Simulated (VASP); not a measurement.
Wanted: the native input for a VASP 6.6.1 run.

| Item | Value |
| --- | --- |
| Task | relaxation of cell and atoms |
| Functional | PBEsol |
| Potentials or basis | VASP PAW PBE potentials, release 64 (Al, Ga_d, N) |
| Cutoff | 600 eV |
| k mesh | 6 × 4 × 4 |
| Occupations | gaussian, width 0.02 eV |
| Spin | no spin polarisation |
| Dipole correction | no |
| Further INCAR settings | LREAL = Auto; ALGO = Normal; EDIFF = 1e-07; IBRION = 2; EDIFFG = -0.005; NSW = 100; ISIF = 3 |

The structure of Al3Ga5N8 lies in POSCAR:

```
Al3Ga5N8
1.0
   -0.0012937913     -0.0007469708     -5.1186959333
    3.1541414910      5.4641195054      0.0015928209
    3.1549955555     -5.4646125998      0.0000000000
Al Ga N
3 5 8
Direct
    0.0021736928      0.1680732246      0.3352474487
    0.0021736928      0.1680732246      0.8328257759
    0.5017033024      0.3316195543      0.6658097771
    0.0014884392      0.6661135640      0.3330567820
    0.0011814473      0.6644723988      0.8322361994
    0.5009328631      0.3310801182      0.1655400591
    0.5010520226      0.8353414650      0.6681154445
    0.5010520226      0.8353414650      0.1672260206
    0.6303023014      0.1707906326      0.3406031029
    0.6303023014      0.1707906326      0.8301875297
    0.6214248735      0.6662129867      0.3331064933
    0.6193081188      0.6596076648      0.8298038324
    0.1288402115      0.3260834242      0.6630417121
    0.1179989321      0.3259350655      0.1629675327
    0.1200328893      0.8402322896      0.6705443154
    0.1200328893      0.8402322896      0.1696879742
```

One way to write it, as run:

INCAR

```
ALGO = Normal
EDIFF = 1E-7
EDIFFG = -0.005
ENCUT = 600
GGA = PS
IBRION = 2
ISIF = 3
ISMEAR = 0
LASPH = T
LCHARG = F
LREAL = Auto
LWAVE = F
NELM = 80
NSW = 100
PREC = Accurate
SIGMA = 0.02
```

KPOINTS

```
k-points
0
Gamma
  6 4 4
```

Potentials or basis: VASP PAW PBE potentials, release 64 (Al, Ga_d, N).

The run is started by

```console
$ cat potpaw_PBE.64/Al/POTCAR potpaw_PBE.64/Ga_d/POTCAR potpaw_PBE.64/N/POTCAR > POTCAR
$ mpirun -np 1 vasp_std > vasp.out
```

It gave:

```json
{
  "Relaxed volume": "11.01 Å³/atom",
  "Relaxed cell": "a = 5.116 Å, b = 6.306 Å, c = 6.307 Å, α = 120.01°, β = 90.00°, γ = 90.03°",
  "Space group after relaxing (to 0.1 Å)": "Cm (No. 8)",
  "Energy gained by relaxing": "0.0 meV/atom",
  "Ionic steps": "5",
  "Pressure after relaxing": "0.0 GPa",
  "Band gap on the k mesh": "2.66 eV"
}
```

Caveat: the PAW data sets were made with another functional, which shifts forces and pressure a little.

Run time: 96 min on 1 thread of Oxide Virtual Turin-like Processor, with other jobs on the host, peak memory 0.51 GiB.
